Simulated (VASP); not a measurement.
Runs of VASP 6.6.1 on La. The structure is that of space group P6_3/mmc (No. 194), or close to it. The cells are those of the table. 

| cell | gap on the mesh (eV) | pressure (GPa) |
| --- | --- | --- |
| a = 2.613, b = 2.613, c = 4.423 Å, angles 90.0, 90.0, 120.0°, 2 atoms | none | 211.1 |
| a = 2.807, b = 2.807, c = 4.789 Å, angles 90.0, 90.0, 120.0°, 2 atoms | none | (a) |
| a = 2.978, b = 2.978, c = 5.108 Å, angles 90.0, 90.0, 120.0°, 2 atoms | none | 35.0 |
| a = 3.142, b = 3.142, c = 5.350 Å, angles 90.0, 90.0, 120.0°, 2 atoms | none | 16.6 |

Alike in all rows: task single point; level LDA; potentials or basis VASP PAW LDA potentials, release 64 (La); no spin polarisation; k mesh 12 × 12 × 7; cutoff (eV) 520; smearing fermi-dirac 0.08 eV.

**Question.** Fill in the values left out.

**Answer.** (a) 85.2.

Caveats: the cell stands under pressure; spin-orbit coupling is left out, which moves the levels of the heavy elements.

A k mesh can miss the band edges, and the runs leave out spin-orbit coupling on La.

A gap of «none» marks levels without a gap at the run's occupations.
